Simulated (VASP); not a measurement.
# Ni (Fm-3m) in VASP: a series of runs

Runs on Ni. Level: LDA. Tasks: single point, relaxation of cell and atoms.

Everything below comes from runs of VASP 6.6.1. Logs are shortened: lines on timing, memory, paths and dates and some standing lists are left out, and cuts for length are marked.

### 1 The cell of the first run

The structure is cubic, space group Fm-3m (No. 225). Conventional cell: a = 3.425 Å, b = 3.425 Å, c = 3.425 Å, α = 90.00°, β = 90.00°, γ = 90.00°. Within 3.2 Å of Ni (site symmetry m-3m) lie 12 Ni at 2.42 Å.

### 2 Single point, LDA, collinear spin, ferromagnetic start

Contents of INCAR:

```
SYSTEM = Ni
PREC = Accurate ; ENCUT = 520
EDIFF = 1E-6 ; ISMEAR = -1
SIGMA = 0.1 ; LREAL = .FALSE.
LASPH = .TRUE. ; NELM = 150
ALGO = Normal ; ISIF = 2
LWAVE = .FALSE. ; LCHARG = .FALSE.
ISPIN = 2 ; MAGMOM = 1
LORBIT = 11 ; LMAXMIX = 4
GGA = CA ; NBANDS = 15
```

Contents of KPOINTS:

```
regular mesh
0
G
  22 22 22
  0 0 0
```

Contents of POSCAR:

```
Ni
1.0
    0.0000000000      1.7125382445      1.7125382445
    1.7125382445      0.0000000000      1.7125382445
    1.7125382445      1.7125382445      0.0000000000
Ni
1
Direct
    0.0000000000      0.0000000000      0.0000000000
```

Potentials or basis: VASP PAW LDA potentials, release 64 (Ni).

The run is started by

```console
cat potpaw_LDA.64/Ni/POTCAR > POTCAR
mpirun -np 1 vasp_std > vasp.out
```

OUTCAR:

```text
SYSTEM = Ni
   PREC = Accurate
   ENCUT = 520
   EDIFF = 1E-6
   ISMEAR = -1
   LREAL = .FALSE.
   LASPH = .TRUE.
   NELM = 150
   ISIF = 2
   ISPIN = 2
   LORBIT = 11
   GGA = CA

 ion  position               nearest neighbor table
   1  0.000  0.000  0.000-

  LATTYP: Found a face centered cubic cell.
 ALAT       =     3.4250764890

  Lattice vectors:

 A1 = (   0.0000000000,   1.7125382445,   1.7125382445)
 A2 = (   1.7125382445,   0.0000000000,   1.7125382445)
 A3 = (   1.7125382445,   1.7125382445,   0.0000000000)

Analysis of symmetry for initial positions (statically):
=====================================================================
 Subroutine PRICEL returns:
 Original cell was already a primitive cell.

 Routine SETGRP: Setting up the symmetry group for a
 face centered cubic supercell.

 Subroutine GETGRP returns: Found 48 space group operations
 (whereof 48 operations were pure point group operations)
 out of a pool of 48 trial point group operations.

The static configuration has the point symmetry O_h .

Analysis of symmetry for dynamics (positions and initial velocities):
=====================================================================
 Subroutine PRICEL returns:
 Original cell was already a primitive cell.

 Routine SETGRP: Setting up the symmetry group for a
 face centered cubic supercell.

 Subroutine GETGRP returns: Found 48 space group operations
 (whereof 48 operations were pure point group operations)
 out of a pool of 48 trial point group operations.

The dynamic configuration has the point symmetry O_h .

Analysis of structural, dynamic, and magnetic symmetry:
=====================================================================
 Subroutine PRICEL returns:
 Original cell was already a primitive cell.

 Routine SETGRP: Setting up the symmetry group for a
 face centered cubic supercell.

 Subroutine GETGRP returns: Found 48 space group operations
 (whereof 48 operations were pure point group operations)
 out of a pool of 48 trial point group operations.

The overall configuration has the point symmetry O_h .

 Subroutine INISYM returns: Found 48 space group operations
 (whereof 48 operations are pure point group operations),
 and found     1 'primitive' translations

----------------------------------------------------------------------------------------

                                     Primitive cell

  volume of cell :      10.0450

  direct lattice vectors                    reciprocal lattice vectors
     0.000000000  1.712538244  1.712538244    -0.291964283  0.291964283  0.291964283
     1.712538244  0.000000000  1.712538244     0.291964283 -0.291964283  0.291964283
     1.712538244  1.712538244  0.000000000     0.291964283  0.291964283 -0.291964283

  length of vectors
     2.421894811  2.421894811  2.421894811     0.505696971  0.505696971  0.505696971

  position of ions in fractional coordinates (direct lattice)
     0.000000000  0.000000000  0.000000000

  ion indices of the primitive-cell ions
   primitive index   ion index
                 1           1

----------------------------------------------------------------------------------------

 KPOINTS: regular mesh

Automatic generation of k-mesh.
 Grid dimensions read from file:
 generate k-points for:   22   22   22

 Generating k-lattice:

  Cartesian coordinates                     Fractional coordinates (reciprocal lattice)
    -0.013271104  0.013271104  0.013271104     0.045454545  0.000000000  0.000000000
     0.013271104 -0.013271104  0.013271104     0.000000000  0.045454545  0.000000000
     0.013271104  0.013271104 -0.013271104     0.000000000  0.000000000  0.045454545

  Length of vectors
     0.022986226  0.022986226  0.022986226

  Shift w.r.t. Gamma in fractional coordinates (k-lattice)
     0.000000000  0.000000000  0.000000000

 Subroutine IBZKPT returns following result:
 ===========================================

 Found    328 irreducible k-points:

 Following reciprocal coordinates:
            Coordinates               Weight
  0.000000  0.000000  0.000000      1.000000
  0.045455  0.000000  0.000000      8.000000
  0.090909  0.000000  0.000000      8.000000
  0.136364  0.000000  0.000000      8.000000
  0.181818  0.000000  0.000000      8.000000
  0.227273  0.000000  0.000000      8.000000
[... 16 lines left out ...]
  0.500000  0.045455  0.000000     24.000000
 -0.454545  0.045455  0.000000     24.000000
 [... further k-points ...]
   k-points           NKPTS =    328   k-points in BZ     NKDIM =    328   number of bands    NBANDS=     15
   number of dos      NEDOS =    301   number of ions     NIONS =      1
   total plane-waves  NPLWV =   5832
   dimension x,y,z NGX =    18 NGY =   18 NGZ =   18
   dimension x,y,z NGXF=    36 NGYF=   36 NGZF=   36
   ions per type =               1
   NGX,Y,Z   is equivalent  to a cutoff of  12.36, 12.36, 12.36 a.u.
   NGXF,Y,Z  is equivalent  to a cutoff of  24.71, 24.71, 24.71 a.u.
 SYSTEM =  Ni
   PREC   = accura    normal or accurate (medium, high low for compatibility)
   ISTART =      0    job   : 0-new  1-cont  2-samecut
   ICHARG =      2    charge: 1-file 2-atom 10-const
   ISPIN  =      2    spin polarized calculation?
   LNONCOLLINEAR =      F non collinear calculations
   LSORBIT =      F    spin-orbit coupling
   LASPH  =      T    aspherical Exc in radial PAW
   ENCUT  =  520.0 eV  38.22 Ry    6.18 a.u.   4.50  4.50  4.50*2*pi/ulx,y,z
   NELM   =    150;   NELMIN=  2; NELMDL= -5     # of ELM steps
   EDIFF  = 0.1E-05   stopping-criterion for ELM
   LREAL  =      F    real-space projection
   EDIFFG = 0.1E-04   stopping-criterion for IOM
   NSW    =      0    number of steps for IOM
   IBRION =     -1    ionic relax: 0-MD 1-quasi-New 2-CG
   NFREE  =      0    steps in history (QN), initial steepest desc. (CG)
   ISIF   =      2    stress and relaxation
   ISYM   =      2    0-nonsym 1-usesym 2-fastsym
   POTIM  = 0.5000    time-step for ionic-motion
   TEBEG  =    0.0;   TEEND  =   0.0 temperature during run
   PSTRESS=    0.0 pullay stress
   NELECT =      10.0000    total number of electrons
   NUPDOWN=      -1.0000    fix difference up-down
   EMIN   =  10.00;   EMAX   =-10.00  energy-range for DOS
   EFERMI =   0.00;   METHOD = LEGACY
   ISMEAR =    -1;   SIGMA  =   0.10  broadening in eV -4-tet -1-fermi 0-gaus
   EFERMI_NEDOS =   21; number of points for ismear=-14 and -15
   IALGO  =     38    algorithm
   IMIX   =      4    mixing-type and parameters
     AMIX     =   0.40;   BMIX     =  1.00
     AMIX_MAG =   1.60;   BMIX_MAG =  1.00
  volume/ion in A,a.u.               =      10.05        67.79
  Fermi-wavevector in a.u.,A,eV,Ry     =   1.634649  3.089039 36.355826  2.672078
  Thomas-Fermi vector in A             =   2.726253
   LORBIT       =     11    0 simple, 1 ext, 2 COOP (PROOUT), +10 PAW based schemes
   GGA     = CA    functional components
   LHFCALC =     F    Hartree Fock is set to
   AEXX    =    0.0000 exact exchange contribution
   IVDW    =     0    specifies the selected vdW correction
   LEPSILON=     F    determine dielectric tensor
   LRPA    =     F    only Hartree local field effects (RPA)
 spin polarized calculation
  energy-cutoff  :      520.00
  volume of cell :       10.05
 maximum number of plane-waves:       290
 NGX is ok and might be reduce to    18
   NGX =  9   NGY =  9   NGZ =  9

 number of electron      10.0000000 magnetization       1.0000000

 number of electron       9.9999990 magnetization       0.5427436

 Free energy of the ion-electron system (eV)
  ---------------------------------------------------
  ext. energy  EPLUGINS =         0.00000000
  ---------------------------------------------------
  free energy    TOTEN  =        -6.60675324 eV

  energy without entropy =       -6.55118219  energy(sigma->0) =       -6.57896771

 E-fermi :  10.1952     XC(G=0): -14.0920

 val. band max:       10.1945320364   @ k =   0.3636   0.2273   0.0000
 cond. band min:      10.1959826593   @ k =   0.5000   0.2727   0.0909
 fundamental gap:      0.0014506229
 Fermi energy:        10.1951856782

 spin component 1

 k-point     1 :       0.0000    0.0000    0.0000
  band No.  band energies     occupation
      1       0.6641      1.00000
      2       7.6864      1.00000
      3       7.6864      1.00000
      4       7.6864      1.00000
      5       8.9709      1.00000
      6       8.9709      1.00000
      7      34.6613      0.00000
      8      39.0561      0.00000
      9      39.0561      0.00000
     10      39.0561      0.00000
     11      42.3251      0.00000
     12      42.3251      0.00000
     13      42.3251      0.00000
     14      45.2810      0.00000
     15      52.2251      0.00000
[... 397 lines left out ...]
 k-point    24 :      -0.4545    0.0455    0.0000
  band No.  band energies     occupation
      1       5.0257      1.00000
      2       7.6384      1.00000
      3       7.7063      1.00000
      4       9.0804      0.99999
      5       9.7177      0.99163
      6      10.4169      0.09818
      7      16.8024      0.00000
      8      32.7504      0.00000
      9      35.2493      0.00000
     10      35.9320      0.00000
     11      39.6286      0.00000
     12      40.3315      0.00000
     13      46.4251      0.00000
     14      55.7608      0.00000
     15      57.6092      0.00000

 [... further k-points ...]

 spin component 2

 k-point     1 :       0.0000    0.0000    0.0000
  band No.  band energies     occupation
      1       0.7067      1.00000
      2       8.2380      1.00000
      3       8.2380      1.00000
      4       8.2380      1.00000
      5       9.4868      0.99916
      6       9.4868      0.99916
      7      34.6512      0.00000
      8      39.1009      0.00000
      9      39.1009      0.00000
     10      39.1009      0.00000
     11      42.4806      0.00000
     12      42.4806      0.00000
     13      42.4806      0.00000
     14      45.2641      0.00000
     15      52.3985      0.00000
[... 397 lines left out ...]
 k-point    24 :      -0.4545    0.0455    0.0000
  band No.  band energies     occupation
      1       5.3619      1.00000
      2       8.1312      1.00000
      3       8.2063      1.00000
      4       9.3452      0.99980
      5      10.3068      0.24681
      6      10.7993      0.00237
      7      17.1363      0.00000
      8      32.7586      0.00000
      9      35.3501      0.00000
     10      36.0436      0.00000
     11      39.7495      0.00000
     12      40.4401      0.00000
     13      46.6048      0.00000
     14      56.8991      0.00000
     15      57.7247      0.00000

 [... further k-points ...]
[... 5 lines left out ...]
  --------------------------------------------------------------------------------------
  -------------------------------------------------------------------------------------
  Total       -0.0101798     -0.0101798     -0.0101798      0.0000000     -0.0000000     -0.0000000
  in kB       -1.6236818     -1.6236818     -1.6236818      0.0000000     -0.0000000     -0.0000000
  external PRESSURE =      -1.6236818 kB  Pullay stress =       0.0000000 kB

 VOLUME and BASIS-vectors are now :
 -----------------------------------------------------------------------------
  energy-cutoff  :      520.00
  volume of cell :       10.05
      direct lattice vectors                 reciprocal lattice vectors
     0.000000000  1.712538244  1.712538244    -0.291964283  0.291964283  0.291964283
     1.712538244  0.000000000  1.712538244     0.291964283 -0.291964283  0.291964283
     1.712538244  1.712538244  0.000000000     0.291964283  0.291964283 -0.291964283

 POSITION                                       TOTAL-FORCE (eV/Angst)
 -----------------------------------------------------------------------------------
      0.00000      0.00000      0.00000        -0.000000      0.000000      0.000000
 -----------------------------------------------------------------------------------
    total drift:                                0.000000     -0.000000      0.000000

  FREE ENERGIE OF THE ION-ELECTRON SYSTEM (eV)
  ---------------------------------------------------
  free  energy   TOTEN  =        -6.6067532410 eV

  energy  without entropy=       -6.5511821852  energy(sigma->0) =       -6.57896771

 total charge

# of ion       s       p       d       tot
------------------------------------------
    1        0.534   0.570   8.368   9.473

 magnetization (x)

# of ion       s       p       d       tot
------------------------------------------
    1       -0.005  -0.017   0.565   0.542
```

Run time: 55 s. Hardware: 1 thread of AMD EPYC 9R45 (Zen 5), shared host; peak memory 0.15 GiB.

What came out:

```
Free energy                                           : -6.6068 eV
Pressure                                              : -0.2 GPa
Net moment                                            : 0.54 μB per cell
Site moments                                          : Ni +0.54 μB
Valence electrons inside the program's atomic spheres : Ni 9.47
```

Levels at points of the mesh, in eV from the Fermi level:
Spin up:
| k point | band 3 | band 4 | band 5 | band 6 | band 7 | band 8 |
| --- | --- | --- | --- | --- | --- | --- |
| (0.00, 0.00, 0.00) | -2.51 | -2.51 | -1.22 | -1.22 | 24.47 | 28.86 |
| (0.50, 0.00, 0.00) | -2.53 | -0.43 | -0.43 | -0.38 | 6.35 | 22.95 |
| (0.50, 0.50, 0.00) | -0.41 | -0.25 | -0.25 | 2.52 | 10.05 | 15.55 |
Spin down:
```
           k point  band 3  band 4  band 5  band 6  band 7  band 8
(0.00, 0.00, 0.00)   -1.96   -1.96   -0.71   -0.71   24.46   28.91
(0.50, 0.00, 0.00)   -2.03   -0.35    0.16    0.16    6.70   22.93
(0.50, 0.50, 0.00)    0.13    0.38    0.38    2.58   10.31   15.62
```

### 3 Relaxation of cell and atoms, LDA, collinear spin, ferromagnetic start

Contents of INCAR:

```
SYSTEM = Ni
PREC = Accurate
ENCUT = 600
EDIFF = 1E-6
ISMEAR = -1
SIGMA = 0.1
LREAL = .FALSE.
LASPH = .TRUE.
NELM = 150
ALGO = Normal
ISIF = 3
LWAVE = .FALSE.
LCHARG = .FALSE.
ISPIN = 2
MAGMOM = 1
LORBIT = 11
LMAXMIX = 4
IBRION = 2
NSW = 60
EDIFFG = -0.005
```

KPOINTS is that of step 2.

Contents of POSCAR:

```
Ni
1.0
    0.0000000000      1.7124802420      1.7124802420
    1.7124802420      0.0000000000      1.7124802420
    1.7124802420      1.7124802420      0.0000000000
Ni
1
Direct
    0.0000000000      0.0000000000      0.0000000000
```

Potentials or basis: VASP PAW LDA potentials, release 64 (Ni).

The run is started by

```console
cat potpaw_LDA.64/Ni/POTCAR > POTCAR
mpirun -np 1 vasp_std > vasp.out
```

It took 81 s on 1 thread of AMD EPYC 9R45 (Zen 5), shared host; peak memory 0.15 GiB.

It converged, with:

```yaml
Free_energy: -6.6066 eV
Relaxed_volume: 10.03 Å³/atom
Relaxed_cell: a = 2.421 Å, b = 2.421 Å, c = 2.421 Å, α = 60.00°, β = 60.00°, γ = 60.00°
Space_group_after_relaxing_to_0.1_Å: Fm-3m (No. 225)
Energy_gained_by_relaxing: 0.0 meV/atom
Ionic_steps: 3
Pressure_after_relaxing: 0.1 GPa
Net_moment: 0.54 μB per cell
Site_moments: Ni +0.54 μB
Valence_electrons_inside_the_program's_atomic_spheres: Ni 9.48
```

Final structure:
```
Ni
1.0
     0.00000    1.71187    1.71187
     1.71187    0.00000    1.71187
     1.71187    1.71187    0.00000
Ni
1
Direct
  0.00000 0.00000 0.00000
```

Levels at points of the mesh, in eV from the Fermi level:
Spin up:
| k point | band 2 | band 3 | band 4 | band 5 | band 6 | band 7 | band 8 | band 9 |
| --- | --- | --- | --- | --- | --- | --- | --- | --- |
| (0.00, 0.00, 0.00) | -2.51 | -2.51 | -2.51 | -1.23 | -1.23 | 24.48 | 28.88 | 28.88 |
| (0.50, 0.00, 0.00) | -2.53 | -2.53 | -0.43 | -0.43 | -0.39 | 6.36 | 22.96 | 26.02 |
| (0.50, 0.50, 0.00) | -4.53 | -0.41 | -0.25 | -0.25 | 2.53 | 10.06 | 15.56 | 15.56 |
Spin down:
```
           k point  band 2  band 3  band 4  band 5  band 6  band 7  band 8  band 9
(0.00, 0.00, 0.00)   -1.96   -1.96   -1.96   -0.71   -0.71   24.47   28.92   28.92
(0.50, 0.00, 0.00)   -2.03   -2.03   -0.35    0.16    0.16    6.71   22.94   26.13
(0.50, 0.50, 0.00)   -4.08    0.13    0.38    0.38    2.58   10.32   15.63   15.63
```
